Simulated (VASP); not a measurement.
# SnTe (Fm-3m) in VASP: notebook

SnTe is run at these levels: r2SCAN; tasks: single point.

Program: VASP 6.6.1. These are calculated values, not measurements. Logs are shortened: lines on timing, memory, paths and dates and some standing lists are left out, and cuts for length are marked.

**1. The cell of the first run**

The structure is cubic, space group Fm-3m (No. 225). The conventional cell has a = 6.385 Å, b = 6.385 Å, c = 6.385 Å, α = 90.00°, β = 90.00°, γ = 90.00°. Within 4.2 Å of Te (site symmetry m-3m) lie 6 Sn at 3.19 Å. Within 4.2 Å of Sn (site symmetry m-3m) lie 6 Te at 3.19 Å.

**2. Single point, r2SCAN**

The input, POSCAR:

```
SnTe
1.0
    0.0000000000      3.1923133075      3.1923133075
    3.1923133075      0.0000000000      3.1923133075
    3.1923133075      3.1923133075      0.0000000000
Te Sn
1 1
Direct
    0.5000000000      0.5000000000      0.5000000000
    0.0000000000      0.0000000000      0.0000000000
```

The input, INCAR.step1:

```
  PREC = Accurate
  ENCUT = 520
  ISMEAR = -1
  SIGMA = 0.05
  LREAL = F
  LASPH = T
  NELM = 60
  NBANDS = 17
  GGA = PE
  ALGO = Normal
  EDIFF = 1E-4
  LWAVE = T
  LCHARG = F
```

The input, INCAR.step2:

```
  PREC = Accurate
  ENCUT = 520
  EDIFF = 1E-6
  ISMEAR = -1
  SIGMA = 0.05
  LREAL = F
  LASPH = T
  NELM = 60
  ALGO = Normal
  ISIF = 2
  LWAVE = F
  LCHARG = F
  METAGGA = R2SCAN
  LMIXTAU = T
  NBANDS = 17
  ISTART = 1
```

The input, KPOINTS:

```
regular mesh
0
Gamma
  7 7 7
```

Potentials or basis: VASP PAW PBE potentials, release 64 (Te, Sn_d).

Launch:

```
$ cat potpaw_PBE.64/Te/POTCAR potpaw_PBE.64/Sn_d/POTCAR > POTCAR
$ cp INCAR.step1 INCAR
$ mpirun -np 1 vasp_std > vasp.out
$ cp INCAR.step2 INCAR
$ mpirun -np 1 vasp_std > vasp.out
```

OUTCAR:

```text
PREC = Accurate
   ENCUT = 520
   EDIFF = 1E-6
   ISMEAR = -1
   LREAL = F
   LASPH = T
   NELM = 60
   ISIF = 2
   METAGGA = R2SCAN
   ISTART = 1

 ion  position               nearest neighbor table
   1  0.500  0.500  0.500-   2 3.19   2 3.19   2 3.19   2 3.19   2 3.19   2 3.19
   2  0.000  0.000  0.000-   1 3.19   1 3.19   1 3.19   1 3.19   1 3.19   1 3.19

  LATTYP: Found a face centered cubic cell.
 ALAT       =     6.3846266150

  Lattice vectors:

 A1 = (   0.0000000000,   3.1923133075,   3.1923133075)
 A2 = (   3.1923133075,   0.0000000000,   3.1923133075)
 A3 = (   3.1923133075,   3.1923133075,   0.0000000000)

Analysis of symmetry for initial positions (statically):
[... 33 lines left out ...]
                                     Primitive cell

  volume of cell :      65.0649

  direct lattice vectors                    reciprocal lattice vectors
     0.000000000  3.192313308  3.192313308    -0.156626231  0.156626231  0.156626231
     3.192313308  0.000000000  3.192313308     0.156626231 -0.156626231  0.156626231
     3.192313308  3.192313308  0.000000000     0.156626231  0.156626231 -0.156626231

  length of vectors
     4.514612775  4.514612775  4.514612775     0.271284589  0.271284589  0.271284589

  position of ions in fractional coordinates (direct lattice)
     0.500000000  0.500000000  0.500000000
     0.000000000  0.000000000  0.000000000

  ion indices of the primitive-cell ions
   primitive index   ion index
                 1           1
                 2           2

----------------------------------------------------------------------------------------

 KPOINTS: regular mesh

Automatic generation of k-mesh.
 Grid dimensions read from file:
 generate k-points for:    7    7    7

 Generating k-lattice:

  Cartesian coordinates                     Fractional coordinates (reciprocal lattice)
    -0.022375176  0.022375176  0.022375176     0.142857143  0.000000000  0.000000000
     0.022375176 -0.022375176  0.022375176     0.000000000  0.142857143  0.000000000
     0.022375176  0.022375176 -0.022375176     0.000000000  0.000000000  0.142857143

  Length of vectors
     0.038754941  0.038754941  0.038754941

  Shift w.r.t. Gamma in fractional coordinates (k-lattice)
     0.000000000  0.000000000  0.000000000

 Subroutine IBZKPT returns following result:
 ===========================================

 Found     20 irreducible k-points:

 Following reciprocal coordinates:
            Coordinates               Weight
  0.000000  0.000000  0.000000      1.000000
  0.142857  0.000000  0.000000      8.000000
  0.285714  0.000000  0.000000      8.000000
  0.428571  0.000000  0.000000      8.000000
  0.142857  0.142857  0.000000      6.000000
  0.285714  0.142857  0.000000     24.000000
[... 12 lines left out ...]
 -0.428571  0.428571  0.142857     24.000000
 -0.285714  0.428571  0.142857     24.000000
   k-points           NKPTS =     20   k-points in BZ     NKDIM =     20   number of bands    NBANDS=     17
   number of dos      NEDOS =    301   number of ions     NIONS =      2
   total plane-waves  NPLWV =  46656
   dimension x,y,z NGX =    36 NGY =   36 NGZ =   36
   dimension x,y,z NGXF=    72 NGYF=   72 NGZF=   72
   ions per type =               1   1
   NGX,Y,Z   is equivalent  to a cutoff of  13.26, 13.26, 13.26 a.u.
   NGXF,Y,Z  is equivalent  to a cutoff of  26.51, 26.51, 26.51 a.u.
 SYSTEM =  unknown system
   PREC   = accura    normal or accurate (medium, high low for compatibility)
   ISTART =      1    job   : 0-new  1-cont  2-samecut
   ICHARG =      0    charge: 1-file 2-atom 10-const
   ISPIN  =      1    spin polarized calculation?
   LNONCOLLINEAR =      F non collinear calculations
   LSORBIT =      F    spin-orbit coupling
   LASPH  =      T    aspherical Exc in radial PAW
   ENCUT  =  520.0 eV  38.22 Ry    6.18 a.u.   8.39  8.39  8.39*2*pi/ulx,y,z
   NELM   =     60;   NELMIN=  2; NELMDL=  0     # of ELM steps
   EDIFF  = 0.1E-05   stopping-criterion for ELM
   LREAL  =      F    real-space projection
   EDIFFG = 0.1E-04   stopping-criterion for IOM
   NSW    =      0    number of steps for IOM
   IBRION =     -1    ionic relax: 0-MD 1-quasi-New 2-CG
   NFREE  =      0    steps in history (QN), initial steepest desc. (CG)
   ISIF   =      2    stress and relaxation
   ISYM   =      2    0-nonsym 1-usesym 2-fastsym
   POTIM  = 0.5000    time-step for ionic-motion
   TEBEG  =    0.0;   TEEND  =   0.0 temperature during run
   PSTRESS=    0.0 pullay stress
   NELECT =      20.0000    total number of electrons
   NUPDOWN=      -1.0000    fix difference up-down
   EMIN   =  10.00;   EMAX   =-10.00  energy-range for DOS
   EFERMI =   0.00;   METHOD = LEGACY
   ISMEAR =    -1;   SIGMA  =   0.05  broadening in eV -4-tet -1-fermi 0-gaus
   EFERMI_NEDOS =   21; number of points for ismear=-14 and -15
   IALGO  =     38    algorithm
   IMIX   =      4    mixing-type and parameters
     AMIX     =   0.40;   BMIX     =  1.00
     AMIX_MAG =   1.60;   BMIX_MAG =  1.00
  volume/ion in A,a.u.               =      32.53       219.54
  Fermi-wavevector in a.u.,A,eV,Ry     =   1.104848  2.087861 16.608493  1.220690
  Thomas-Fermi vector in A             =   2.241327
   LORBIT       =      0    0 simple, 1 ext, 2 COOP (PROOUT), +10 PAW based schemes
   METAGGA = R2SCAN    functional components
   LHFCALC =     F    Hartree Fock is set to
   AEXX    =    0.0000 exact exchange contribution
   IVDW    =     0    specifies the selected vdW correction
   LEPSILON=     F    determine dielectric tensor
   LRPA    =     F    only Hartree local field effects (RPA)
 non-spin polarized calculation
  energy-cutoff  :      520.00
  volume of cell :       65.06
 maximum number of plane-waves:      1807
 NGX is ok and might be reduce to    36
   NGX = 17   NGY = 17   NGZ = 17

 number of electron      20.0000003 magnetization

 Free energy of the ion-electron system (eV)
  ---------------------------------------------------
  ext. energy  EPLUGINS =         0.00000000
  ---------------------------------------------------
  free energy    TOTEN  =       -50.68944745 eV

  energy without entropy =      -50.68939453  energy(sigma->0) =      -50.68942099

 E-fermi :   6.5874     XC(G=0):  -9.8813

 val. band max:        6.2561451018   @ k =   0.4286   0.0000   0.0000
 cond. band min:       6.9754310878   @ k =   0.4286   0.0000   0.0000
 fundamental gap:      0.7192859860
 Fermi energy:         6.5874135254

 k-point     1 :       0.0000    0.0000    0.0000
  band No.  band energies     occupation
      1     -16.2181      2.00000
      2     -16.2181      2.00000
      3     -16.2097      2.00000
      4     -16.2097      2.00000
      5     -16.2097      2.00000
      6      -6.6753      2.00000
[... 9 lines left out ...]
     16      11.5688      0.00000
     17      13.5483      0.00000

 k-point     2 :       0.1429    0.0000    0.0000
  band No.  band energies     occupation
      1     -16.2188      2.00000
      2     -16.2188      2.00000
      3     -16.2093      2.00000
      4     -16.2087      2.00000
      5     -16.2087      2.00000
      6      -6.5049      2.00000
[... 9 lines left out ...]
     16      11.9839      0.00000
     17      14.7754      0.00000

 k-point     3 :       0.2857    0.0000    0.0000
  band No.  band energies     occupation
      1     -16.2208      2.00000
      2     -16.2208      2.00000
      3     -16.2087      2.00000
      4     -16.2062      2.00000
      5     -16.2062      2.00000
      6      -6.0405      2.00000
[... 9 lines left out ...]
     16      13.1354      0.00000
     17      17.2288      0.00000

 k-point     4 :       0.4286    0.0000    0.0000
  band No.  band energies     occupation
      1     -16.2226      2.00000
      2     -16.2226      2.00000
      3     -16.2082      2.00000
      4     -16.2040      2.00000
      5     -16.2040      2.00000
      6      -5.5149      2.00000
[... 9 lines left out ...]
     16      14.8911      0.00000
     17      16.3178      0.00000

 k-point     5 :       0.1429    0.1429    0.0000
  band No.  band energies     occupation
      1     -16.2208      2.00000
      2     -16.2173      2.00000
      3     -16.2103      2.00000
      4     -16.2079      2.00000
      5     -16.2079      2.00000
      6      -6.4490      2.00000
[... 9 lines left out ...]
     16      12.6470      0.00000
     17      13.7873      0.00000

 k-point     6 :       0.2857    0.1429    0.0000
  band No.  band energies     occupation
      1     -16.2234      2.00000
      2     -16.2178      2.00000
      3     -16.2100      2.00000
      4     -16.2061      2.00000
      5     -16.2056      2.00000
      6      -6.0841      2.00000
[... 9 lines left out ...]
     16      13.8293      0.00000
     17      15.2708      0.00000
[... 201 lines left out ...]
 k-point    17 :       0.4286    0.2857    0.1429
  band No.  band energies     occupation
      1     -16.2259      2.00000
      2     -16.2182      2.00000
      3     -16.2096      2.00000
      4     -16.2042      2.00000
      5     -16.2040      2.00000
      6      -5.6848      2.00000
[... 9 lines left out ...]
     16      15.1207      0.00000
     17      16.0180      0.00000

 k-point    18 :      -0.4286    0.2857    0.1429
  band No.  band energies     occupation
      1     -16.2268      2.00000
      2     -16.2197      2.00000
      3     -16.2077      2.00000
      4     -16.2049      2.00000
      5     -16.2023      2.00000
      6      -5.2681      2.00000
[... 9 lines left out ...]
     16      15.6568      0.00000
     17      16.8640      0.00000

 k-point    19 :      -0.4286    0.4286    0.1429
  band No.  band energies     occupation
      1     -16.2311      2.00000
      2     -16.2165      2.00000
      3     -16.2104      2.00000
      4     -16.2028      2.00000
      5     -16.2006      2.00000
      6      -5.1561      2.00000
[... 9 lines left out ...]
     16      16.3849      0.00000
     17      17.4258      0.00000

 k-point    20 :      -0.2857    0.4286    0.1429
  band No.  band energies     occupation
      1     -16.2292      2.00000
      2     -16.2185      2.00000
      3     -16.2077      2.00000
      4     -16.2052      2.00000
      5     -16.2006      2.00000
      6      -5.0706      2.00000
[... 9 lines left out ...]
     16      16.6809      0.00000
     17      17.2531      0.00000

------------------------ aborting loop because EDIFF is reached ----------------------------------------

  FORCE on cell =-STRESS in cart. coord.  units (eV):
  Direction    XX          YY          ZZ          XY          YZ          ZX
  --------------------------------------------------------------------------------------
  -------------------------------------------------------------------------------------
  Total       -0.1214018     -0.1214018     -0.1214018     -0.0000000      0.0000000      0.0000000
  in kB       -2.9894360     -2.9894360     -2.9894360     -0.0000000      0.0000000      0.0000000
  external PRESSURE =      -2.9894360 kB  Pullay stress =       0.0000000 kB

 VOLUME and BASIS-vectors are now :
 -----------------------------------------------------------------------------
  energy-cutoff  :      520.00
  volume of cell :       65.06
      direct lattice vectors                 reciprocal lattice vectors
     0.000000000  3.192313308  3.192313308    -0.156626231  0.156626231  0.156626231
     3.192313308  0.000000000  3.192313308     0.156626231 -0.156626231  0.156626231
     3.192313308  3.192313308  0.000000000     0.156626231  0.156626231 -0.156626231

 POSITION                                       TOTAL-FORCE (eV/Angst)
 -----------------------------------------------------------------------------------
      3.19231      3.19231      3.19231        -0.000000      0.000000     -0.000000
      0.00000      0.00000      0.00000         0.000000     -0.000000      0.000000
 -----------------------------------------------------------------------------------
    total drift:                               -0.000000      0.000000      0.000000

  FREE ENERGIE OF THE ION-ELECTRON SYSTEM (eV)
  ---------------------------------------------------
  free  energy   TOTEN  =       -50.6894474511 eV

  energy  without entropy=      -50.6893945280  energy(sigma->0) =      -50.68942099
```

Wall time 84 s (1 thread of Intel Xeon Platinum 8259CL at 2.50GHz (Skylake/Cascade Lake), shared host); peak memory 0.22 GiB.

What came out:

```yaml
Free_energy: -50.6894 eV
Pressure: -0.3 GPa
```

Caveat: this odd mesh misses L, where the gap lies, so gap, dielectric constants and Born charges aren't listed; the PAW data sets were made with another functional, which shifts forces and pressure a little; spin-orbit coupling is left out, which moves the levels of the heavy elements.

(Continued in part 2 of 2.)
